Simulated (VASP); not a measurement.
# Pt (R-3m) in VASP: notebook

The runs below take Pt through single point, with LDA.

Program: VASP 6.6.1. These are calculated values, not measurements. Logs are shortened: lines on timing, memory, paths and dates and some standing lists are left out, and cuts for length are marked.

### Step 1. The cell of the first run

Symmetry: R-3m, No. 166, trigonal system. The conventional cell has a = 3.644 Å, b = 3.644 Å, c = 4.046 Å, α = 90.00°, β = 90.00°, γ = 120.00°. Within 3.5 Å of Pt (site symmetry -3m) lie 12 Pt at 2.50 to 3.42 Å.

### Step 2. Single point, LDA (15.51 Å³/atom)

File INCAR:

```
SYSTEM = Pt
ALGO = Fast
EDIFF = 1E-7
ENCUT = 520
ISIF = 2
ISMEAR = 0
LASPH = .TRUE.
LCHARG = .FALSE.
LREAL = .FALSE.
LWAVE = .FALSE.
NBANDS = 11
NELM = 80
PREC = Accurate
SIGMA = 0.15
```

File KPOINTS:

```
k-points
0
G
  22 22 22
  0 0 0
```

File POSCAR:

```
Pt
1.0
   -0.9391043277      1.6375492145      1.6375492145
    1.6375492145     -0.9391043277      1.6375492145
    1.6375492145      1.6375492145     -0.9391043277
Pt
1
Direct
    0.0000000000      0.0000000000      0.0000000000
```

Potentials or basis: VASP PAW LDA potentials, release 64 (Pt).

Run with:

```
> cat potpaw_LDA.64/Pt/POTCAR > POTCAR
> mpirun -np 1 vasp_std > vasp.out
```

OUTCAR:

```text
SYSTEM = Pt
   EDIFF = 1E-7
   ENCUT = 520
   ISIF = 2
   ISMEAR = 0
   LASPH = .TRUE.
   LREAL = .FALSE.
   NELM = 80
   PREC = Accurate

 ion  position               nearest neighbor table
   1  0.000  0.000  0.000-

  LATTYP: Found a trigonal (rhomboedric) cell.
 ALAT       =     2.4990101637
 COS(alpha) =    -0.0631046293

  Lattice vectors:

 A1 = (  -0.9391043277,   1.6375492145,   1.6375492145)
 A2 = (   1.6375492145,  -0.9391043277,   1.6375492145)
 A3 = (   1.6375492145,   1.6375492145,  -0.9391043277)

Analysis of symmetry for initial positions (statically):
=====================================================================
 Subroutine PRICEL returns:
 Original cell was already a primitive cell.

 Routine SETGRP: Setting up the symmetry group for a
 trigonal (rhombohedral) supercell.

 Subroutine GETGRP returns: Found 12 space group operations
 (whereof 12 operations were pure point group operations)
 out of a pool of 12 trial point group operations.

The static configuration has the point symmetry D_3d.

Analysis of symmetry for dynamics (positions and initial velocities):
=====================================================================
 Subroutine PRICEL returns:
 Original cell was already a primitive cell.

 Routine SETGRP: Setting up the symmetry group for a
 trigonal (rhombohedral) supercell.

 Subroutine GETGRP returns: Found 12 space group operations
 (whereof 12 operations were pure point group operations)
 out of a pool of 12 trial point group operations.

The dynamic configuration has the point symmetry D_3d.

 Subroutine INISYM returns: Found 12 space group operations
 (whereof 12 operations are pure point group operations),
 and found     1 'primitive' translations

----------------------------------------------------------------------------------------

                                     Primitive cell

  volume of cell :      15.5090

  direct lattice vectors                    reciprocal lattice vectors
    -0.939104328  1.637549214  1.637549214    -0.116039106  0.272061189  0.272061189
     1.637549214 -0.939104328  1.637549214     0.272061189 -0.116039106  0.272061189
     1.637549214  1.637549214 -0.939104328     0.272061189  0.272061189 -0.116039106

  length of vectors
     2.499010164  2.499010164  2.499010164     0.401870197  0.401870197  0.401870197

  position of ions in fractional coordinates (direct lattice)
     0.000000000  0.000000000  0.000000000

  ion indices of the primitive-cell ions
   primitive index   ion index
                 1           1

----------------------------------------------------------------------------------------

 KPOINTS: k-points

Automatic generation of k-mesh.
 Grid dimensions read from file:
 generate k-points for:   22   22   22

 Generating k-lattice:

  Cartesian coordinates                     Fractional coordinates (reciprocal lattice)
    -0.005274505  0.012366418  0.012366418     0.045454545  0.000000000  0.000000000
     0.012366418 -0.005274505  0.012366418     0.000000000  0.045454545  0.000000000
     0.012366418  0.012366418 -0.005274505     0.000000000  0.000000000  0.045454545

  Length of vectors
     0.018266827  0.018266827  0.018266827

  Shift w.r.t. Gamma in fractional coordinates (k-lattice)
     0.000000000  0.000000000  0.000000000

 Subroutine IBZKPT returns following result:
 ===========================================

 Found   1024 irreducible k-points:

 Following reciprocal coordinates:
            Coordinates               Weight
  0.000000  0.000000  0.000000      1.000000
  0.045455  0.000000  0.000000      6.000000
  0.090909  0.000000  0.000000      6.000000
  0.136364  0.000000  0.000000      6.000000
  0.181818 -0.000000 -0.000000      6.000000
  0.227273  0.000000  0.000000      6.000000
[... 16 lines left out ...]
  0.500000  0.045455 -0.000000     12.000000
 -0.454545  0.045455  0.000000     12.000000
 [... further k-points ...]
   k-points           NKPTS =   1024   k-points in BZ     NKDIM =   1024   number of bands    NBANDS=     11
   number of dos      NEDOS =    301   number of ions     NIONS =      1
   total plane-waves  NPLWV =   8000
   dimension x,y,z NGX =    20 NGY =   20 NGZ =   20
   dimension x,y,z NGXF=    40 NGYF=   40 NGZF=   40
   ions per type =               1
   NGX,Y,Z   is equivalent  to a cutoff of  13.30, 13.30, 13.30 a.u.
   NGXF,Y,Z  is equivalent  to a cutoff of  26.61, 26.61, 26.61 a.u.
 SYSTEM =  Pt
   PREC   = accura    normal or accurate (medium, high low for compatibility)
   ISTART =      0    job   : 0-new  1-cont  2-samecut
   ICHARG =      2    charge: 1-file 2-atom 10-const
   ISPIN  =      1    spin polarized calculation?
   LNONCOLLINEAR =      F non collinear calculations
   LSORBIT =      F    spin-orbit coupling
   LASPH  =      T    aspherical Exc in radial PAW
   ENCUT  =  520.0 eV  38.22 Ry    6.18 a.u.   4.65  4.65  4.65*2*pi/ulx,y,z
   NELM   =     80;   NELMIN=  2; NELMDL= -5     # of ELM steps
   EDIFF  = 0.1E-06   stopping-criterion for ELM
   LREAL  =      F    real-space projection
   EDIFFG = 0.1E-05   stopping-criterion for IOM
   NSW    =      0    number of steps for IOM
   IBRION =     -1    ionic relax: 0-MD 1-quasi-New 2-CG
   NFREE  =      0    steps in history (QN), initial steepest desc. (CG)
   ISIF   =      2    stress and relaxation
   ISYM   =      2    0-nonsym 1-usesym 2-fastsym
   POTIM  = 0.5000    time-step for ionic-motion
   TEBEG  =    0.0;   TEEND  =   0.0 temperature during run
   PSTRESS=    0.0 pullay stress
   NELECT =      10.0000    total number of electrons
   NUPDOWN=      -1.0000    fix difference up-down
   EMIN   =  10.00;   EMAX   =-10.00  energy-range for DOS
   EFERMI =   0.00;   METHOD = LEGACY
   ISMEAR =     0;   SIGMA  =   0.15  broadening in eV -4-tet -1-fermi 0-gaus
   EFERMI_NEDOS =   21; number of points for ismear=-14 and -15
   IALGO  =     68    algorithm
   IMIX   =      4    mixing-type and parameters
     AMIX     =   0.40;   BMIX     =  1.00
     AMIX_MAG =   1.60;   BMIX_MAG =  1.00
  volume/ion in A,a.u.               =      15.51       104.66
  Fermi-wavevector in a.u.,A,eV,Ry     =   1.414317  2.672672 27.215650  2.000294
  Thomas-Fermi vector in A             =   2.535872
   LORBIT       =      0    0 simple, 1 ext, 2 COOP (PROOUT), +10 PAW based schemes
   GGA     = CA    functional components
   LHFCALC =     F    Hartree Fock is set to
   AEXX    =    0.0000 exact exchange contribution
   IVDW    =     0    specifies the selected vdW correction
   LEPSILON=     F    determine dielectric tensor
   LRPA    =     F    only Hartree local field effects (RPA)
 non-spin polarized calculation
 RMM-DIIS sequential band-by-band and
 Gauss-broadening in eV      SIGMA  =   0.15
  energy-cutoff  :      520.00
  volume of cell :       15.51
 maximum number of plane-waves:       437
   NGX =  9   NGY =  9   NGZ =  9

 number of electron      10.0000002 magnetization

 Free energy of the ion-electron system (eV)
  ---------------------------------------------------
  ext. energy  EPLUGINS =         0.00000000
  ---------------------------------------------------
  free energy    TOTEN  =        -6.85615925 eV

  energy without entropy =       -6.84358237  energy(sigma->0) =       -6.84987081

 E-fermi :  10.6462     XC(G=0): -13.3865

 val. band max:       10.6459748410   @ k =  -0.2273   0.1364   0.0000
 cond. band min:      10.6470125074   @ k =  -0.3636  -0.4091   0.2273
 fundamental gap:      0.0010376665
 Fermi energy:        10.6462125346

 k-point     1 :       0.0000    0.0000    0.0000
  band No.  band energies     occupation
      1       0.7675      2.00000
      2       3.6899      2.00000
      3       3.6899      2.00000
      4      10.9267      0.00819
      5      11.1050      0.00002
      6      11.1050      0.00002
      7      26.2134      0.00000
      8      26.2134      0.00000
      9      27.5354      0.00000
     10      33.5237      0.00000
     11      36.2554      0.00000

 k-point     2 :       0.0455    0.0000    0.0000
  band No.  band energies     occupation
      1       0.8361      2.00000
      2       3.7029      2.00000
      3       3.7538      2.00000
      4      10.8767      0.02979
      5      11.0369      0.00023
      6      11.0897      0.00003
      7      25.9821      0.00000
      8      26.3276      0.00000
      9      27.4413      0.00000
     10      33.8627      0.00000
     11      35.4207      0.00000

 k-point     3 :       0.0909    0.0000    0.0000
  band No.  band energies     occupation
      1       1.0338      2.00000
      2       3.7410      2.00000
      3       3.9485      2.00000
      4      10.6993      0.61691
      5      10.8432      0.06333
      6      11.0826      0.00004
      7      25.1003      0.00000
      8      26.6569      0.00000
      9      27.6165      0.00000
     10      34.1653      0.00000
     11      34.4435      0.00000

 k-point     4 :       0.1364    0.0000    0.0000
  band No.  band energies     occupation
      1       1.3369      2.00000
      2       3.8015      2.00000
      3       4.2827      2.00000
      4      10.4096      1.97429
      5      10.5524      1.62367
      6      11.0981      0.00002
      7      23.8168      0.00000
      8      27.1649      0.00000
      9      28.1616      0.00000
     10      32.8787      0.00000
     11      34.7701      0.00000

 k-point     5 :       0.1818   -0.0000   -0.0000
  band No.  band energies     occupation
      1       1.7098      2.00000
      2       3.8797      2.00000
      3       4.7659      2.00000
      4      10.0561      2.00000
      5      10.2018      1.99997
      6      11.1263      0.00001
      7      22.4327      0.00000
      8      27.8001      0.00000
      9      28.9185      0.00000
     10      31.6605      0.00000
     11      34.8484      0.00000
[... 211 lines left out ...]
 k-point    21 :       0.4091    0.0455   -0.0000
  band No.  band energies     occupation
      1       3.5075      2.00000
      2       4.3457      2.00000
      3       8.1829      2.00000
      4       8.5805      2.00000
      5       9.1876      2.00000
      6      11.2299      0.00000
      7      16.8504      0.00000
      8      27.3590      0.00000
      9      30.5022      0.00000
     10      31.8500      0.00000
     11      34.3169      0.00000

 k-point    22 :       0.4545    0.0455    0.0000
  band No.  band energies     occupation
      1       3.6600      2.00000
      2       4.3885      2.00000
      3       8.1168      2.00000
      4       8.4897      2.00000
      5       9.6656      2.00000
      6      11.2479      0.00000
      7      16.3209      0.00000
      8      27.1259      0.00000
      9      30.4185      0.00000
     10      32.0683      0.00000
     11      34.3783      0.00000

 k-point    23 :       0.5000    0.0455   -0.0000
  band No.  band energies     occupation
      1       3.7136      2.00000
      2       4.4063      2.00000
      3       8.0053      2.00000
      4       8.4640      2.00000
      5       9.9135      2.00000
      6      11.2555      0.00000
      7      16.1392      0.00000
      8      27.0739      0.00000
      9      30.4633      0.00000
     10      32.0989      0.00000
     11      34.3910      0.00000

 k-point    24 :      -0.4545    0.0455    0.0000
  band No.  band energies     occupation
      1       3.6610      2.00000
      2       4.3966      2.00000
      3       7.9190      2.00000
      4       8.5119      2.00000
      5       9.7805      2.00000
      6      11.2518      0.00000
      7      16.3624      0.00000
      8      27.2124      0.00000
      9      30.8138      0.00000
     10      31.9052      0.00000
     11      34.1609      0.00000

 [... further k-points ...]
[... 5 lines left out ...]
  --------------------------------------------------------------------------------------
  -------------------------------------------------------------------------------------
  Total        2.5162595      2.5162595      2.5162595     -0.0167622     -0.0167622     -0.0167622
  in kB      259.9454414    259.9454414    259.9454414     -1.7316393     -1.7316393     -1.7316393
  external PRESSURE =     259.9454414 kB  Pullay stress =       0.0000000 kB

 VOLUME and BASIS-vectors are now :
 -----------------------------------------------------------------------------
  energy-cutoff  :      520.00
  volume of cell :       15.51
      direct lattice vectors                 reciprocal lattice vectors
    -0.939104328  1.637549214  1.637549214    -0.116039106  0.272061189  0.272061189
     1.637549214 -0.939104328  1.637549214     0.272061189 -0.116039106  0.272061189
     1.637549214  1.637549214 -0.939104328     0.272061189  0.272061189 -0.116039106

 POSITION                                       TOTAL-FORCE (eV/Angst)
 -----------------------------------------------------------------------------------
      0.00000      0.00000      0.00000        -0.000000     -0.000000     -0.000000
 -----------------------------------------------------------------------------------
    total drift:                                0.000000     -0.000000      0.000000

  FREE ENERGIE OF THE ION-ELECTRON SYSTEM (eV)
  ---------------------------------------------------
  free  energy   TOTEN  =        -6.8561592520 eV

  energy  without entropy=       -6.8435823684  energy(sigma->0) =       -6.84987081
```

It took 71 s on 1 thread of Intel Xeon 6975P-C (Granite Rapids), shared host; peak memory 0.27 GiB.

What came out:

```yaml
Free_energy: -6.8562 eV
Pressure: 26.0 GPa
Band_gap_on_the_k_mesh: zero (bands 5 and 6 overlap by 3.92 eV)
```

Stress tensor (GPa, compression positive):
```
25.99 -0.17 -0.17
-0.17 25.99 -0.17
-0.17 -0.17 25.99
```

Levels at points of the mesh, in eV from the Fermi level:
```csv
k point,band 3,band 4,band 5,band 6,band 7,band 8
"(0.00, 0.00, 0.00)",-6.96,0.28,0.46,0.46,15.57,15.57
"(0.50, 0.00, 0.00)",-2.27,-2.13,-1.16,0.67,5.49,16.36
"(0.50, 0.50, 0.00)",-1.89,-1.57,2.46,3.75,5.38,11.24
"(0.50, 0.50, 0.50)",-5.48,2.62,2.62,9.08,10.19,10.19
```

Caveat: the cell stands under pressure; spin-orbit coupling is left out, which moves the levels of the heavy elements.

### Step 3. Single point, LDA (16.10 Å³/atom)

This run uses another cell than the first one, of 16.10 Å³/atom.

File INCAR:

```
SYSTEM = Pt
PREC     = Accurate       ! precision mode
ENCUT    = 520            ! plane-wave cutoff, eV
EDIFF    = 1E-6           ! SCF threshold, eV
ISMEAR   = 0              ! smearing method
SIGMA    = 0.15           ! smearing width, eV
LREAL    = .FALSE.        ! projectors in reciprocal space
LASPH    = .TRUE.         ! aspherical terms in the spheres
NELM     = 100            ! most SCF steps
ALGO     = Fast           ! electronic algorithm
ISIF     = 2              ! what is computed and relaxed
LWAVE    = .FALSE.        ! write WAVECAR
LCHARG   = .TRUE.         ! write CHGCAR
GGA      = CA             ! functional
LELF     = .TRUE.         ! ELF
LVHAR    = .TRUE.       
NBANDS   = 11             ! bands
```

File KPOINTS:

```
regular mesh
0
G
  22 22 22
  0 0 0
```

File POSCAR:

```
Pt
1.0
   -2.4508516071      1.6941182727      1.6941182727
    1.6941182727     -2.4508516071      1.6941182727
    1.6941182727      1.6941182727     -2.4508516071
Pt
1
Direct
    0.0000000000      0.0000000000      0.0000000000
```

Potentials or basis: VASP PAW LDA potentials, release 64 (Pt).

Run with:

```
> cat potpaw_LDA.64/Pt/POTCAR > POTCAR
> mpirun -np 1 vasp_std > vasp.out
```

Run time: 2.5 min. Hardware: 1 thread of Intel Xeon 6975P-C (Granite Rapids), shared host; peak memory 0.3 GiB.

It converged, with:

```
Free energy            : 7.8093 eV
Pressure               : 271.8 GPa
Band gap on the k mesh : zero (bands 5 and 6 overlap by 11.19 eV)
```

Stress tensor (GPa, compression positive):
```
271.77 270.09 270.09
270.09 271.77 270.09
270.09 270.09 271.77
```

Levels at points of the mesh, in eV from the Fermi level:
| k point | band 2 | band 3 | band 4 | band 5 | band 6 | band 7 | band 8 | band 9 |
| --- | --- | --- | --- | --- | --- | --- | --- | --- |
| (0.00, 0.00, 0.00) | -9.22 | -7.98 | -7.98 | 6.92 | 6.92 | 8.85 | 10.46 | 10.46 |
| (0.50, 0.00, 0.00) | -15.77 | -1.32 | -1.03 | 0.13 | 7.28 | 13.66 | 16.86 | 16.93 |
| (0.50, 0.50, 0.00) | -8.96 | -6.55 | -2.96 | -2.79 | 5.34 | 6.93 | 6.95 | 12.59 |
| (0.50, 0.50, 0.50) | -15.94 | -0.98 | -0.98 | 1.35 | 11.49 | 11.49 | 12.24 | 16.55 |

Caveat: atoms lie so close that the PAW spheres overlap strongly, which falsifies energies and pressures; the cell stands under pressure; spin-orbit coupling is left out, which moves the levels of the heavy elements.

### Step 4. Single point, LDA (16.11 Å³/atom)

This run uses another cell than the first one, of 16.11 Å³/atom.

File INCAR:

```
PREC     = Accurate       # precision mode
ENCUT    = 520            # plane-wave cutoff, eV
EDIFF    = 1E-7           # SCF threshold, eV
ISMEAR   = 0              # smearing method
SIGMA    = 0.15           # smearing width, eV
LREAL    = F              # projectors in reciprocal space
LASPH    = T              # aspherical terms in the spheres
NELM     = 60             # most SCF steps
ALGO     = Fast           # electronic algorithm
ISIF     = 2              # what is computed and relaxed
LWAVE    = F              # write WAVECAR
LCHARG   = F              # write CHGCAR
NBANDS   = 11             # bands
```

File KPOINTS:

```
regular mesh
0
Gamma
  22 22 22
```

File POSCAR:

```
Pt
1.0
   -1.1675293950      1.6200457622      1.6200457622
    1.6200457622     -1.1675293950      1.6200457622
    1.6200457622      1.6200457622     -1.1675293950
Pt
1
Direct
    0.0000000000      0.0000000000      0.0000000000
```

Run with:

```
> cat potpaw_LDA.64/Pt/POTCAR > POTCAR
> mpirun -np 1 vasp_std > vasp.out
```

It took 56 s on 1 thread of Intel Xeon 6975P-C (Granite Rapids), shared host; peak memory 0.28 GiB.

The run converged. Its results:

- Free energy: -6.9527 eV
- Pressure: 6.0 GPa
- Band gap on the k mesh: zero (bands 5 and 6 overlap by 2.96 eV)

Stress tensor (GPa, compression positive):
```
 6.00 -2.20 -2.20
-2.20  6.00 -2.20
-2.20 -2.20  6.00
```

Levels at points of the mesh, in eV from the Fermi level:
| k point | band 1 | band 2 | band 3 | band 4 | band 5 | band 6 | band 7 | band 8 | band 9 | band 10 |
| --- | --- | --- | --- | --- | --- | --- | --- | --- | --- | --- |
| (0.00, 0.00, 0.00) | -9.33 | -5.71 | -5.71 | -0.40 | 0.18 | 0.18 | 15.31 | 15.31 | 19.34 | 22.55 |
| (0.50, 0.00, 0.00) | -6.63 | -5.58 | -1.24 | -1.06 | -0.67 | 0.30 | 5.38 | 15.69 | 18.46 | 22.40 |
| (0.50, 0.50, 0.00) | -6.44 | -5.28 | -1.51 | -0.90 | 2.14 | 2.54 | 7.68 | 9.45 | 17.39 | 19.31 |
| (0.50, 0.50, 0.50) | -5.94 | -5.94 | -3.32 | 2.13 | 2.13 | 8.58 | 8.75 | 8.75 | 15.59 | 18.11 |

Caveat: the cell stands under pressure; spin-orbit coupling is left out, which moves the levels of the heavy elements.

### Step 5. Summary

| cell | further INCAR settings | gap on the mesh (eV) | pressure (GPa) |
| --- | --- | --- | --- |
| a = 2.499 Å, angles 93.6°, 1 atom | ALGO = Fast; EDIFF = 1e-07; NBANDS = 11 | none | 26.0 |
| a = 3.427 Å, angles 117.6°, 1 atom | ALGO = Fast; EDIFF = 1e-06; NBANDS = 11 | none | 271.8 |
| a = 2.571 Å, angles 100.1°, 1 atom | ALGO = Fast; EDIFF = 1e-07; NBANDS = 11 | none | 6.0 |

Alike in all rows: task single point; level LDA; potentials or basis VASP PAW LDA potentials, release 64 (Pt); no spin polarisation; k mesh 22 × 22 × 22; cutoff (eV) 520; smearing gaussian 0.15 eV.

Caveats: the cell stands under pressure; spin-orbit coupling is left out, which moves the levels of the heavy elements; atoms lie so close that the PAW spheres overlap strongly, which falsifies energies and pressures (at least some runs).

Absolute energies hang on the potentials; compare differences alone.
